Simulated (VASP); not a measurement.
# Sb (Pm-3m) in VASP: a series of runs, part 2 of 3

VASP 6.6.1. Earlier steps stand in the parts before.

### Step 4. Single point, PBEsol+D3(BJ)

This run uses another cell than the first one, of 27.73 Å³/atom, 0.879 times its volume.

File INCAR:

```
SYSTEM = Sb
  PREC = Accurate
  ENCUT = 520
  EDIFF = 1E-6
  ISMEAR = -1
  SIGMA = 0.05
  LREAL = .False.
  LASPH = .True.
  NELM = 60
  ALGO = Normal
  ISIF = 2
  LWAVE = .False.
  LCHARG = .True.
  GGA = PS
  IVDW = 12
  LELF = .True.
  LVHAR = .True.
  NBANDS = 8
```

File KPOINTS:

```
regular mesh
0
Gamma
  8 8 8
  0 0 0
```

File POSCAR:

```
Sb
1.0
    3.0267301406      0.0000000000      0.0000000000
    0.0000000000      3.0267301406      0.0000000000
    0.0000000000      0.0000000000      3.0267301406
Sb
1
Direct
    0.0000000000      0.0000000000      0.0000000000
```

Potentials or basis: VASP PAW PBE potentials, release 64 (Sb).

Run with:

```bash
$ cat potpaw_PBE.64/Sb/POTCAR > POTCAR
$ mpirun -np 1 vasp_std > vasp.out
```

OUTCAR:

```text
SYSTEM = Sb
   PREC = Accurate
   ENCUT = 520
   EDIFF = 1E-6
   ISMEAR = -1
   LREAL = .False.
   LASPH = .True.
   NELM = 60
   ISIF = 2
   GGA = PS
   IVDW = 12
 IVDW          = 12

 ion  position               nearest neighbor table
   1  0.000  0.000  0.000-

  LATTYP: Found a simple cubic cell.
 ALAT       =     3.0267301406

  Lattice vectors:

 A1 = (   3.0267301406,   0.0000000000,   0.0000000000)
 A2 = (   0.0000000000,   3.0267301406,   0.0000000000)
 A3 = (   0.0000000000,   0.0000000000,   3.0267301406)

Analysis of symmetry for initial positions (statically):
=====================================================================
 Subroutine PRICEL returns:
 Original cell was already a primitive cell.

 Routine SETGRP: Setting up the symmetry group for a
 simple cubic supercell.

 Subroutine GETGRP returns: Found 48 space group operations
 (whereof 48 operations were pure point group operations)
 out of a pool of 48 trial point group operations.

The static configuration has the point symmetry O_h .

Analysis of symmetry for dynamics (positions and initial velocities):
=====================================================================
[... 161 lines left out ...]
 Fermi energy:         7.8778214583

 k-point     1 :       0.0000    0.0000    0.0000
  band No.  band energies     occupation
      1      -5.0530      2.00000
      2      11.3818      0.00000
      3      11.3818      0.00000
      4      11.3818      0.00000
      5      14.9644      0.00000
      6      14.9644      0.00000
      7      16.5255      0.00000
      8      26.0877      0.00000
[... 243 lines left out ...]
 k-point    24 :       0.5000    0.3750    0.1250
  band No.  band energies     occupation
      1      -0.0088      2.00000
      2       3.7983      2.00000
      3       5.6624      2.00000
      4      10.9510      0.00000
      5      13.3920      0.00000
      6      17.7550      0.00000
      7      19.3135      0.00000
      8      22.4911      0.00000

 [... further k-points ...]

------------------------ aborting loop because EDIFF is reached ----------------------------------------

 Edisp (eV)   -0.49221

 E8    (eV) :    -0.3375

  FORCE on cell =-STRESS in cart. coord.  units (eV):
  Direction    XX          YY          ZZ          XY          YZ          ZX
  --------------------------------------------------------------------------------------
  -------------------------------------------------------------------------------------
  Total       0.03114     0.03114     0.03114     0.00000     0.00000    -0.00000
  in kB       1.79905     1.79905     1.79905     0.00000     0.00000    -0.00000
  external pressure =        1.80 kB  Pullay stress =        0.00 kB

 VOLUME and BASIS-vectors are now :
 -----------------------------------------------------------------------------
  energy-cutoff  :      520.00
  volume of cell :       27.73
      direct lattice vectors                 reciprocal lattice vectors
     3.026730141  0.000000000  0.000000000     0.330389547  0.000000000  0.000000000
     0.000000000  3.026730141  0.000000000     0.000000000  0.330389547  0.000000000
     0.000000000  0.000000000  3.026730141     0.000000000  0.000000000  0.330389547

 POSITION                                       TOTAL-FORCE (eV/Angst)
 -----------------------------------------------------------------------------------
      0.00000      0.00000      0.00000         0.000000      0.000000      0.000000
 -----------------------------------------------------------------------------------
    total drift:                                0.000000      0.000000      0.000000

  FREE ENERGIE OF THE ION-ELECTRON SYSTEM (eV)
  ---------------------------------------------------
  free  energy   TOTEN  =        -4.9998682873 eV

  energy  without entropy=       -4.9918918093  energy(sigma->0) =       -4.99588005
```

Run time: 6.5 s. Hardware: 1 thread of Intel Xeon Platinum 8375C at 2.90GHz (Ice Lake), shared host; peak memory 0.14 GiB.

Results:

* Free energy: -4.9999 eV
* Pressure: 0.2 GPa
* Dispersion energy per atom: -0.492 eV

Caveat: the PAW data sets were made with another functional, which shifts forces and pressure a little; spin-orbit coupling is left out, which moves the levels of the heavy elements; pairwise dispersion overbinds metals, which lowers pressure and volume.

### Step 5. Single point, PBEsol+D4

This run uses another cell than the first one, of 28.19 Å³/atom, 0.893 times its volume.

File INCAR:

```
  PREC = Accurate
  ENCUT = 520
  EDIFF = 1E-7
  ISMEAR = -1
  SIGMA = 0.05
  LREAL = F
  LASPH = T
  NELM = 60
  ALGO = Normal
  ISIF = 2
  LWAVE = F
  LCHARG = F
  GGA = PS
  IVDW = 13
  NBANDS = 8
```

File KPOINTS:

```
Automatic mesh
0
Gamma
  8 8 8
```

File POSCAR:

```
Sb
1.0
    3.0433137658      0.0000000000      0.0000000000
    0.0000000000      3.0433137658      0.0000000000
    0.0000000000      0.0000000000      3.0433137658
Sb
1
Direct
    0.0000000000      0.0000000000      0.0000000000
```

Potentials or basis: VASP PAW PBE potentials, release 64 (Sb).

Run with:

```bash
$ cat potpaw_PBE.64/Sb/POTCAR > POTCAR
$ mpirun -np 1 vasp_std > vasp.out
```

OUTCAR:

```text
PREC = Accurate
   ENCUT = 520
   EDIFF = 1E-7
   ISMEAR = -1
   LREAL = F
   LASPH = T
   NELM = 60
   ISIF = 2
   GGA = PS
   IVDW = 13

 ion  position               nearest neighbor table
   1  0.000  0.000  0.000-

  LATTYP: Found a simple cubic cell.
 ALAT       =     3.0433137658

  Lattice vectors:

 A1 = (   3.0433137658,   0.0000000000,   0.0000000000)
 A2 = (   0.0000000000,   3.0433137658,   0.0000000000)
 A3 = (   0.0000000000,   0.0000000000,   3.0433137658)

Analysis of symmetry for initial positions (statically):
=====================================================================
 Subroutine PRICEL returns:
 Original cell was already a primitive cell.

 Routine SETGRP: Setting up the symmetry group for a
 simple cubic supercell.

 Subroutine GETGRP returns: Found 48 space group operations
 (whereof 48 operations were pure point group operations)
 out of a pool of 48 trial point group operations.

The static configuration has the point symmetry O_h .

Analysis of symmetry for dynamics (positions and initial velocities):
=====================================================================
 Subroutine PRICEL returns:
 Original cell was already a primitive cell.

 Routine SETGRP: Setting up the symmetry group for a
 simple cubic supercell.

 Subroutine GETGRP returns: Found 48 space group operations
 (whereof 48 operations were pure point group operations)
 out of a pool of 48 trial point group operations.

The dynamic configuration has the point symmetry O_h .

 Subroutine INISYM returns: Found 48 space group operations
 (whereof 48 operations are pure point group operations),
 and found     1 'primitive' translations

----------------------------------------------------------------------------------------

                                     Primitive cell

  volume of cell :      28.1864

  direct lattice vectors                    reciprocal lattice vectors
     3.043313766  0.000000000  0.000000000     0.328589188  0.000000000  0.000000000
     0.000000000  3.043313766  0.000000000     0.000000000  0.328589188  0.000000000
     0.000000000  0.000000000  3.043313766     0.000000000  0.000000000  0.328589188

  length of vectors
     3.043313766  3.043313766  3.043313766     0.328589188  0.328589188  0.328589188

  position of ions in fractional coordinates (direct lattice)
     0.000000000  0.000000000  0.000000000

  ion indices of the primitive-cell ions
   primitive index   ion index
                 1           1

----------------------------------------------------------------------------------------

 KPOINTS: Automatic mesh

Automatic generation of k-mesh.
 Grid dimensions read from file:
 generate k-points for:    8    8    8

 Generating k-lattice:

  Cartesian coordinates                     Fractional coordinates (reciprocal lattice)
     0.041073649  0.000000000  0.000000000     0.125000000  0.000000000  0.000000000
     0.000000000  0.041073649  0.000000000     0.000000000  0.125000000  0.000000000
     0.000000000  0.000000000  0.041073649     0.000000000  0.000000000  0.125000000

  Length of vectors
     0.041073649  0.041073649  0.041073649

  Shift w.r.t. Gamma in fractional coordinates (k-lattice)
     0.000000000  0.000000000  0.000000000

 Subroutine IBZKPT returns following result:
 ===========================================

 Found     35 irreducible k-points:

 Following reciprocal coordinates:
            Coordinates               Weight
  0.000000  0.000000  0.000000      1.000000
  0.125000  0.000000  0.000000      6.000000
  0.250000  0.000000  0.000000      6.000000
  0.375000  0.000000  0.000000      6.000000
  0.500000  0.000000  0.000000      3.000000
  0.125000  0.125000  0.000000     12.000000
[... 16 lines left out ...]
  0.375000  0.375000  0.125000     24.000000
  0.500000  0.375000  0.125000     24.000000
 [... further k-points ...]
   k-points           NKPTS =     35   k-points in BZ     NKDIM =     35   number of bands    NBANDS=      8
   number of dos      NEDOS =    301   number of ions     NIONS =      1
   total plane-waves  NPLWV =  13824
   dimension x,y,z NGX =    24 NGY =   24 NGZ =   24
   dimension x,y,z NGXF=    48 NGYF=   48 NGZF=   48
   ions per type =               1
   NGX,Y,Z   is equivalent  to a cutoff of  13.11, 13.11, 13.11 a.u.
   NGXF,Y,Z  is equivalent  to a cutoff of  26.22, 26.22, 26.22 a.u.
 SYSTEM =  unknown system
   PREC   = accura    normal or accurate (medium, high low for compatibility)
   ISTART =      0    job   : 0-new  1-cont  2-samecut
   ICHARG =      2    charge: 1-file 2-atom 10-const
   ISPIN  =      1    spin polarized calculation?
   LNONCOLLINEAR =      F non collinear calculations
   LSORBIT =      F    spin-orbit coupling
   LASPH  =      T    aspherical Exc in radial PAW
   ENCUT  =  520.0 eV  38.22 Ry    6.18 a.u.   5.66  5.66  5.66*2*pi/ulx,y,z
   NELM   =     60;   NELMIN=  2; NELMDL= -5     # of ELM steps
   EDIFF  = 0.1E-06   stopping-criterion for ELM
   LREAL  =      F    real-space projection
   EDIFFG = 0.1E-05   stopping-criterion for IOM
   NSW    =      0    number of steps for IOM
   IBRION =     -1    ionic relax: 0-MD 1-quasi-New 2-CG
   NFREE  =      0    steps in history (QN), initial steepest desc. (CG)
   ISIF   =      2    stress and relaxation
   ISYM   =      2    0-nonsym 1-usesym 2-fastsym
   POTIM  = 0.5000    time-step for ionic-motion
   TEBEG  =    0.0;   TEEND  =   0.0 temperature during run
   PSTRESS=    0.0 pullay stress
   NELECT =       5.0000    total number of electrons
   NUPDOWN=      -1.0000    fix difference up-down
   EMIN   =  10.00;   EMAX   =-10.00  energy-range for DOS
   EFERMI =   0.00;   METHOD = LEGACY
   ISMEAR =    -1;   SIGMA  =   0.05  broadening in eV -4-tet -1-fermi 0-gaus
   EFERMI_NEDOS =   21; number of points for ismear=-14 and -15
   IALGO  =     38    algorithm
   IMIX   =      4    mixing-type and parameters
     AMIX     =   0.40;   BMIX     =  1.00
     AMIX_MAG =   1.60;   BMIX_MAG =  1.00
  volume/ion in A,a.u.               =      28.19       190.21
  Fermi-wavevector in a.u.,A,eV,Ry     =   0.919852  1.738269 11.512274  0.846128
  Thomas-Fermi vector in A             =   2.045092
   LORBIT       =      0    0 simple, 1 ext, 2 COOP (PROOUT), +10 PAW based schemes
   GGA     = PS    functional components
   LHFCALC =     F    Hartree Fock is set to
   AEXX    =    0.0000 exact exchange contribution
   IVDW    =    13    specifies the selected vdW correction
   LEPSILON=     F    determine dielectric tensor
   LRPA    =     F    only Hartree local field effects (RPA)
 non-spin polarized calculation
  energy-cutoff  :      520.00
  volume of cell :       28.19
 maximum number of plane-waves:       772
 NGX is ok and might be reduce to    24
   NGX = 11   NGY = 11   NGZ = 11

 number of electron       4.9999999 magnetization

 Free energy of the ion-electron system (eV)
  ---------------------------------------------------
  ext. energy  EPLUGINS =         0.00000000
  ---------------------------------------------------
  free energy    TOTEN  =        -4.51459076 eV

  energy without entropy =       -4.50690936  energy(sigma->0) =       -4.51075006

 E-fermi :   7.6564     XC(G=0):  -9.9958

 val. band max:        7.6422087614   @ k =   0.3750   0.2500   0.1250
 cond. band min:       7.9208072433   @ k =   0.3750   0.2500   0.2500
 fundamental gap:      0.2785984819
 Fermi energy:         7.6564348019

 k-point     1 :       0.0000    0.0000    0.0000
  band No.  band energies     occupation
      1      -5.1353      2.00000
      2      11.1217      0.00000
      3      11.1217      0.00000
      4      11.1217      0.00000
      5      14.7272      0.00000
      6      14.7272      0.00000
      7      16.2031      0.00000
      8      25.7766      0.00000
[... 243 lines left out ...]
 k-point    24 :       0.5000    0.3750    0.1250
  band No.  band energies     occupation
      1      -0.2037      2.00000
      2       3.6644      2.00000
      3       5.4776      2.00000
      4      10.7788      0.00000
      5      13.0598      0.00000
      6      17.5091      0.00000
      7      19.0308      0.00000
      8      22.2354      0.00000

 [... further k-points ...]

------------------------ aborting loop because EDIFF is reached ----------------------------------------

  DFT-D4 for vdW energy calculation

  Edisp (eV):   -0.31193

  FORCE on cell =-STRESS in cart. coord.  units (eV):
  Direction    XX          YY          ZZ          XY          YZ          ZX
  --------------------------------------------------------------------------------------
  -------------------------------------------------------------------------------------
  Total       0.02475     0.02475     0.02475     0.00000     0.00000    -0.00000
  in kB       1.40685     1.40685     1.40685     0.00000     0.00000    -0.00000
  external pressure =        1.41 kB  Pullay stress =        0.00 kB

 VOLUME and BASIS-vectors are now :
 -----------------------------------------------------------------------------
  energy-cutoff  :      520.00
  volume of cell :       28.19
      direct lattice vectors                 reciprocal lattice vectors
     3.043313766  0.000000000  0.000000000     0.328589188  0.000000000  0.000000000
     0.000000000  3.043313766  0.000000000     0.000000000  0.328589188  0.000000000
     0.000000000  0.000000000  3.043313766     0.000000000  0.000000000  0.328589188

 POSITION                                       TOTAL-FORCE (eV/Angst)
 -----------------------------------------------------------------------------------
      0.00000      0.00000      0.00000         0.000000      0.000000      0.000000
 -----------------------------------------------------------------------------------
    total drift:                               -0.000000      0.000000      0.000000

  FREE ENERGIE OF THE ION-ELECTRON SYSTEM (eV)
  ---------------------------------------------------
  free  energy   TOTEN  =        -4.8265242068 eV

  energy  without entropy=       -4.8188428027  energy(sigma->0) =       -4.82268350
```

OSZICAR:

```text
N       E                     dE             d eps       ncg     rms          rms(c)
DAV:   1     0.655231513049E+01    0.65523E+01   -0.16845E+03   560   0.416E+02
DAV:   2    -0.439608235711E+01   -0.10948E+02   -0.10615E+02   776   0.564E+01
DAV:   3    -0.451686651219E+01   -0.12078E+00   -0.12048E+00   696   0.703E+00
DAV:   4    -0.451731524988E+01   -0.44874E-03   -0.44873E-03   800   0.506E-01
DAV:   5    -0.451731704513E+01   -0.17952E-05   -0.17952E-05   728   0.222E-02    0.205E+00
DAV:   6    -0.451570181421E+01    0.16152E-02   -0.15493E-04   792   0.106E-01    0.122E+00
DAV:   7    -0.451458054382E+01    0.11213E-02   -0.46038E-04   656   0.167E-01    0.522E-02
DAV:   8    -0.451459016273E+01   -0.96189E-05   -0.13097E-05   784   0.240E-02    0.445E-03
DAV:   9    -0.451459080758E+01   -0.64485E-06   -0.50245E-07   688   0.477E-03    0.126E-03
DAV:  10    -0.451459076478E+01    0.42795E-07   -0.10829E-07   712   0.186E-03
   1 F= -.48265242E+01 E0= -.48226835E+01  d E =-.768140E-02
```

stdout:

```text
POSCAR found type information on POSCAR Sb
 POSCAR found :  1 types and       1 ions
 scaLAPACK will be used
 -----------------------------------------------------------------------------
|                                                                             |
|                                                                             |
|     You enforced a specific xc type in the INCAR file but a different       |
|     I HOPE YOU KNOW WHAT YOU ARE DOING!                                     |
|                                                                             |
 -----------------------------------------------------------------------------

 LDA part: xc-table for (Slater+PW92), standard interpolation
 POSCAR, INCAR and KPOINTS ok, starting setup
 FFT: planning ... GRIDC
 FFT: planning ... GRID_SOFT
 FFT: planning ... GRID
 WAVECAR not read
 entering main loop
```

It used 4.6 s of CPU time on 1 thread of Intel(R) Xeon(R) Platinum 8375C CPU @ 2.90GHz (Ice Lake), with other jobs on the host.

What came out:

```yaml
Free_energy: -4.8265 eV
Pressure: 0.1 GPa
Dispersion_energy_per_atom: -0.312 eV
```

Caveat: the PAW data sets were made with another functional, which shifts forces and pressure a little; spin-orbit coupling is left out, which moves the levels of the heavy elements; pairwise dispersion overbinds metals, which lowers pressure and volume.

(Part 2 of 3 ends here.)
